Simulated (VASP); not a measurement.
Wanted: the native input for a VASP 6.6.1 run.

```
Task                   : single point
Functional             : LDA
Potentials or basis    : VASP PAW LDA potentials, release 64 (C, O, H)
Cutoff                 : 520 eV
k mesh                 : 1 × 1 × 1
Occupations            : fermi-dirac, width 0.02 eV
Spin                   : no spin polarisation
Dipole correction      : no
Further INCAR settings : LREAL = Auto; ALGO = Normal; EDIFF = 1e-06; NBANDS = 64
```

The structure of H6C2O lies in POSCAR:

```
H6C2O
1.0
    7.5290720000      0.0000000000      0.0000000000
    0.0000000000      7.5290720000      0.0000000000
    0.0000000000      0.0000000000      7.5290720000
C O H
8 4 24
Direct
    0.9865226418      0.5192937456      0.7238342255
    0.8163423062      0.5400267125      0.8124507243
   -0.1398711554      0.4218315351      0.3249802897
    0.0021516596      0.5524452416      0.2409061834
    0.4241425769      0.2387943693      0.9820997860
    0.3721175731      0.0814177365      0.8791256080
    0.6788884473     -0.1266822790      0.3657821309
    0.6416062962      0.0714563495      0.3837524731
    0.6939367826      0.4445966249      0.7146963132
    0.1270010434      0.4600965431      0.1319020458
    0.1889741525      0.0893602824      0.8263169751
    0.6553928559      0.1316231270      0.5565227693
    0.5803105615      0.4253645071      0.7832970650
    0.8197026141      0.4980959141      0.9521093702
    0.7863518904      0.6770422703      0.8264763572
    1.0967885551      0.5987856140      0.7792859465
    1.0209093498      0.3840978012      0.7684612393
    0.9936948405      0.5521796046      0.5786636122
    0.0878063060      0.4467615664      0.0086464839
   -0.0912197413      0.6562827398      0.1775650439
    0.0722931060      0.6265181154      0.3536292388
   -0.1865834196      0.4886525192      0.4433481311
   -0.2432437889      0.3951748635      0.2271329056
   -0.0710711758      0.3043801414      0.3803788833
    0.1505364805      0.0548938833      0.7085202532
    0.4586753852      0.0871820591      0.7624312797
    0.4017228152     -0.0413331152      0.9568908359
    0.5588072474      0.2199208614      1.0219453340
    0.4080449755      0.3528854552      0.8953029005
    0.3343971209      0.2507613156      1.1027919510
    0.7003386340      0.2533778399      0.5604010693
    0.7255475841      0.1538967883      0.2987220736
    0.5023195422      0.1043289266      0.3516768069
    0.6807744699     -0.1843255052      0.2244898176
    0.7966586055     -0.1380913876      0.4322046595
    0.5704288656     -0.2009278169      0.4391245030
```

The input as run:

INCAR

```
PREC = Accurate ; ENCUT = 520
EDIFF = 1E-6 ; ISMEAR = -1
SIGMA = 0.02 ; LREAL = Auto
LASPH = True ; NELM = 80
ALGO = Normal ; ISIF = 2
LWAVE = False ; LCHARG = False
NBANDS = 64
```

KPOINTS

```
Automatic mesh
0
Gamma
  1 1 1
```

Potentials or basis: VASP PAW LDA potentials, release 64 (C, O, H).

Command:

```sh
$ cat potpaw_LDA.64/C/POTCAR potpaw_LDA.64/O/POTCAR potpaw_LDA.64/H/POTCAR > POTCAR
$ mpirun -np 1 vasp_gam > vasp.out
```

Results of the run:

```json
{
  "Pressure": "0.6 GPa",
  "Largest force": "3.685 eV/Å",
  "Band gap on the k mesh": "4.18 eV"
}
```

Caveat: the k points lie up to 0.83 Å⁻¹ apart.

It took 33 s on 1 thread of AMD EPYC 7R13 Processor (Zen 3) (shared host), peak memory 0.27 GiB.
